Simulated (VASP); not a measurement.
MgO: single point with r2SCAN

MgO:

```xyz
2
Lattice="0.0000 2.2099 2.2099 2.2099 0.0000 2.2099 2.2099 2.2099 0.0000" Properties=species:S:1:pos:R:3 pbc="T T T"
Mg    0.0000    0.0000    0.0000
O     1.1049    1.1049    1.1049
```

This cell differs from its parent crystal: strain -3.2%.

| Item | Value |
| --- | --- |
| Program | VASP 6.6.1 |
| Task | single point |
| Functional | r2SCAN |
| Potentials or basis | VASP PAW PBE potentials, release 64 (Mg, O) |
| Cutoff | 520 eV |
| k mesh | 10 × 10 × 10 |
| Occupations | gaussian, width 0.01 eV |
| Spin | no spin polarisation |

```
Pressure               : 14.4 GPa
Band gap on the k mesh : 4.92 eV, direct
```

Levels at points of the mesh, in eV from the valence-band top:
| k point | band 2 | band 3 | band 4 | band 5 | band 6 | band 7 |
| --- | --- | --- | --- | --- | --- | --- |
| (0.00, 0.00, 0.00) | 0.00 | 0.00 | 0.00 | 4.92 | 19.03 | 19.03 |
| (0.50, 0.00, 0.00) | -3.28 | -0.19 | -0.19 | 10.36 | 11.34 | 16.31 |
| (0.50, 0.50, 0.00) | -2.73 | -0.79 | -0.79 | 7.20 | 13.05 | 16.82 |

Run time: 61 s on 1 thread of AMD EPYC 7R43 64-Core Processor (Zen 3) (shared host), peak memory 0.11 GiB.

Caveat: the cell differs from its parent crystal (strain -3.2%); the PAW data sets were made with another functional, which shifts forces and pressure a little.
